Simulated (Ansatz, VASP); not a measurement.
# Pd in VASP and in Ansatz

```
CELL_PARAMETERS angstrom
2.43320 0.00000 0.00000
0.00000 2.43320 0.00000
0.00000 0.00000 2.43320
ATOMIC_POSITIONS crystal
Pd 0.00000 0.00000 0.00000
```

Change from the starting cell: volume scaled by 0.88, PAW files.

Alike in both runs: task single point; functional LDA; k mesh 15 × 15 × 15; occupations fermi-dirac, width 0.1 eV; no spin polarisation.

```csv
,VASP,Ansatz
version,VASP 6.6.1,Ansatz 0.2.0
potentials or method,"VASP PAW LDA potentials, release 64 (Pd)","PAW with Ansatz's default frozen-core files, scalar-relativistic"
plane-wave cutoff (eV),520,420
valence electrons in the cell,10,18
```

Ansatz gave:

* pressure (GPa): 29.9

What did VASP give for the same quantities?

Pressure (GPa): 29.8.

LDA's correlation is that of Perdew and Zunger in VASP and of Perdew and Wang (1992) in Ansatz. Both programs put the cell under a high pressure, so it lies far from rest at this level. VASP's potentials hold 10 valence electrons a cell and Ansatz's 18, so a difference there can come from the potentials and not from the codes.
